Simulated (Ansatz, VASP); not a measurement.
RbBr in VASP and in Ansatz

```
CELL_PARAMETERS angstrom
4.12608 0.00000 0.00000
0.00000 4.12608 0.00000
0.00000 0.00000 4.12608
ATOMIC_POSITIONS crystal
Rb 0.00000 0.00000 0.00000
Br 0.50000 0.50000 0.50000
```

Alike in both runs: task single point; functional PBE-based screened hybrid; k mesh 4 × 4 × 4; occupations fermi-dirac, width 0.05 eV; no spin polarisation.

|  | VASP | Ansatz |
| --- | --- | --- |
| version | VASP 6.6.1 | Ansatz 0.2.0 |
| potentials or method | VASP PAW PBE potentials, release 64 (Rb_sv, Br) | Ansatz PAW |
| plane-wave cutoff (eV) | 520 | 420 |
| valence electrons in the cell | 16 | 16 |

|  | VASP | Ansatz | Ansatz less VASP |
| --- | --- | --- | --- |
| gap on the k mesh at the Fermi level (eV) | 6.54 | 6.54 | +0.002 |
| least direct gap on the mesh (eV) | 6.71 | 6.71 | +0.002 |
| pressure (GPa) | 0.1 | 0.1 | +0.01 |

VASP's potentials were made for PBE, not for PBE-based screened hybrid. With one functional, cell and mesh, what is left measures potentials, basis and numerics.
